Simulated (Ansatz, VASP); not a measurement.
Tl2H in VASP and in Ansatz

Contents of INCAR:

```
ALGO = Normal
EDIFF = 1E-7
EDIFFG = -0.04
ENCUT = 600
GGA = PE
IBRION = 2
ISIF = 3
ISMEAR = 0
LASPH = True
LCHARG = False
LREAL = False
LWAVE = False
NELM = 80
NSW = 90
PREC = Accurate
SIGMA = 0.1
```

Contents of KPOINTS:

```
k-points
0
Gamma
  6 6 6
```

The input POSCAR:

```
Tl2H
1.0
    2.2871854600      1.3205071400      3.8310983600
   -2.2871854600      1.3205071400      3.8310983600
    0.0000000000     -2.6410142900      3.8310983600
Tl H
2 1
Direct
    0.2792009200      0.2792009200      0.2792009200
    0.7207990800      0.7207990800      0.7207990800
    0.0000000000      0.0000000000      0.0000000000
```

Input for Ansatz:

```yaml
crystal:
  lattice:
    - [2.28718546, 1.32050714, 3.83109836]
    - [-2.28718546, 1.32050714, 3.83109836]
    - [0.0, -2.64101429, 3.83109836]
  atoms:
    - { symbol: Tl, position: [0.27920092, 0.27920092, 0.27920092] }
    - { symbol: Tl, position: [0.72079908, 0.72079908, 0.72079908] }
    - { symbol: H, position: [0.0, 0.0, 0.0] }
basis:
  ecutwfc: 420
kpoints:
  mp_grid: { grid: [6, 6, 6] }
hamiltonian:
  xc: pbe
scf:
  occupations: { method: gaussian, width: 0.1 }
  lower_state_search: "off"
output:
  forces: true
  stress: true
  eigenvalues: true
relax:
  adjacent_minimum: "off"
  f_tol: 0.04
  max_steps: 70
  cell: { stress_tol: 0.4 }
```

Alike in both runs: task relaxation of cell and atoms; functional PBE; k mesh 6 × 6 × 6; occupations gaussian, width 0.1 eV; no spin polarisation.

|  | VASP | Ansatz |
| --- | --- | --- |
| version | VASP 6.6.1 | Ansatz 0.2.0 |
| potentials or method | VASP PAW PBE potentials, release 64 (Tl_d, H), cutoff 600 eV | scalar-relativistic, plane waves, PAW |
| valence electrons in the cell | 27 | 27 |

VASP gave:

| Item | Value |
| --- | --- |
| gap on the k mesh at the Fermi level, each at its own relaxed structure (eV) | none |
| relaxed volume (Å³/atom) | 23.95 |
| relaxed cell length with the largest relative difference (Å) | 4.176 |

Question: Estimate Ansatz's values.

Answer: gap on the k mesh at the Fermi level, each at its own relaxed structure (eV): none; relaxed volume (Å³/atom): 23.57; relaxed cell length with the largest relative difference (Å): 6.695.

A gap of «none» marks a metal or a gap that the smearing closes. One of these differences is far larger than is usual between the two programs; its cause wasn't traced.

Spin-orbit coupling is off throughout.
